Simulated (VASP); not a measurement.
InSb, 4 atoms in the cell. It takes space group Cmcm (No. 63, orthorhombic). The conventional cell has a = 6.127 Å, b = 6.163 Å, c = 6.127 Å, α = 90.00°, β = 90.00°, γ = 90.00°. In (site symmetry m2m) has 6 Sb at 3.06 to 3.09 Å within 4.0 Å. Within 4.0 Å of Sb (site symmetry m2m) lie 6 In at 3.06 to 3.09 Å. 

| Item | Value |
| --- | --- |
| Program | VASP 6.6.1 |
| Task | single point |
| Functional | PBE |
| Potentials or basis | VASP PAW PBE potentials, release 64 (In_d, Sb) |
| Cutoff | 520 eV |
| k mesh | 8 × 8 × 6, shifted |
| Occupations | gaussian, width 0.1 eV |
| Spin | no spin polarisation |
| Dipole correction | no |
| Further INCAR settings | ALGO = Normal; EDIFF = 1e-07; NBANDS = 26 |

Potentials or basis: VASP PAW PBE potentials, release 64 (In_d, Sb).

Command:

```bash
$ cat potpaw_PBE.64/In_d/POTCAR potpaw_PBE.64/Sb/POTCAR > POTCAR
$ mpirun -np 1 vasp_std > vasp.out
```

Hardware: 1 thread of AMD EPYC 7R13, on a shared host.

Question: Estimate the wall time of this run.

Answer: Run time: 2.7 min on 1 thread of AMD EPYC 7R13, on a shared host, peak memory 0.28 GiB. Counts: scf iterations 12, k points 60.
